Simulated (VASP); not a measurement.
**Si13O24 (a cell with a defect): single point with PBE**

System: Si13O24 (a cell with a defect).

```xyz
37
Lattice="-2.4583 4.2579 5.4316 4.9166 0.0000 5.4316 4.9166 8.5157 0.0000" Properties=species:S:1:pos:R:3 pbc="T T T"
Si    3.6345    2.0048    7.1668
Si    1.1978    2.0849   -0.0037
Si    6.9599    8.5468    3.6174
Si    6.1774    6.0524    7.0236
Si    3.7122    6.6760   -0.0592
Si    4.6164    4.0238    3.6027
Si    1.1659    6.0109    7.2621
Si    3.4338    6.4605    5.2754
Si   -0.1909    4.2249    3.6921
Si    3.6231   10.5669    7.2680
Si    1.2154    2.2885    5.4853
Si    1.9690    8.4941    3.3737
Si    5.2555    7.9605    5.9104
O     3.7571    3.0269    8.4966
O     0.5806    3.5772    4.9697
O     0.1301    1.5015    1.0865
O     6.4028   10.0177    4.0251
O     0.1750    6.7020    6.2668
O     0.3997    4.5916    7.5878
O     5.6610    7.7394    7.6042
O     2.1218    7.1393    4.3293
O     2.7125    6.1268    1.1024
O     3.6277    5.1680    4.1594
O     2.8145   11.0681    6.0428
O     2.9669    9.1616    7.8492
O     3.6738    2.7384    3.0687
O     5.8551    3.4899    4.5488
O     2.8355    5.8704    6.6830
O     3.6552    5.2654    9.6872
O     5.3833    6.1584    5.6462
O     0.8647    4.9897    2.7285
O     6.0879    7.4126    2.9753
O     7.9272    8.0073    4.8125
O     5.1461   10.2346    6.6877
O     6.4294    9.8447    9.6543
O     2.7583    2.5586    5.9638
O     3.0007    8.9659    2.2286
```

```json
{
 "Program": "VASP 6.6.1",
 "Task": "single point",
 "Functional": "PBE",
 "Potentials or basis": "VASP PAW PBE potentials, release 64 (Si, O)",
 "Cutoff": "520 eV",
 "k mesh": "1 × 1 × 1",
 "Occupations": "fermi-dirac, width 0.05 eV",
 "Spin": "no spin polarisation",
 "Dipole correction": "no",
 "Further INCAR settings": "LREAL = Auto; ALGO = Normal; EDIFF = 1e-06; NBANDS = 122"
}
```

The pressure is 3.5 GPa and the largest force is 4.737 eV/Å. The band gap on the k mesh is 1.75 eV.

Forces in eV/Å, atoms in the order of the input:
```
Si   0.571 -1.909  2.188
Si   1.404  1.959  0.785
Si   0.772  1.812  0.240
Si  -1.714 -0.368  2.761
Si   2.090  0.031  0.955
Si   0.310  0.795 -1.193
Si   2.577 -1.837 -0.377
Si   0.091  0.510 -1.110
Si  -0.543 -1.480  0.205
Si   0.184 -2.577  1.359
Si   1.617 -3.456 -0.744
Si  -1.326 -0.963  0.838
Si  -1.865  2.220 -3.050
O    0.629 -0.514 -1.827
O   -1.518  3.972 -1.564
O   -0.006  1.178  0.123
O   -0.694  0.227  0.244
O   -3.042  0.576 -3.366
O    1.509  0.490  1.440
O    0.886 -1.921  1.588
O    0.433  2.003 -1.410
O    3.352 -0.427  0.279
O   -0.490  0.339  1.326
O   -3.566  1.157 -2.897
O    0.391 -0.155 -0.231
O    1.783  2.288  1.893
O   -0.861 -0.618  1.282
O   -3.066 -0.449  0.871
O    0.215 -0.339 -0.274
O   -0.332 -1.389  0.292
O    0.110 -0.324 -0.823
O   -1.654 -1.151  0.879
O    1.770 -0.218 -0.280
O    0.063  0.037  0.421
O   -0.354 -1.957 -1.518
O   -0.807  0.436  0.492
O    1.079  2.024  0.203
```

Stress tensor (GPa, compression positive):
```
 4.09 -3.97  1.55
-3.97  2.98 -1.90
 1.55 -1.90  3.56
```

Levels at points of the mesh, in eV from the valence-band top:
```tsv
k point	band 95	band 96	band 97	band 98	band 99	band 100	band 101	band 102
(0.00, 0.00, 0.00)	-3.61	-3.38	-2.66	0.00	1.75	2.61	3.10	3.38
```

Run time: 2.1 min on 1 thread of Intel(R) Xeon(R) Platinum 8259CL CPU @ 2.50GHz (Skylake/Cascade Lake), with other jobs on the host, peak memory 0.47 GiB.

Caveat: the k points lie up to 0.94 Å⁻¹ apart, too coarse for converged energies, forces and pressures; the atoms stand as in a frame of molecular dynamics.
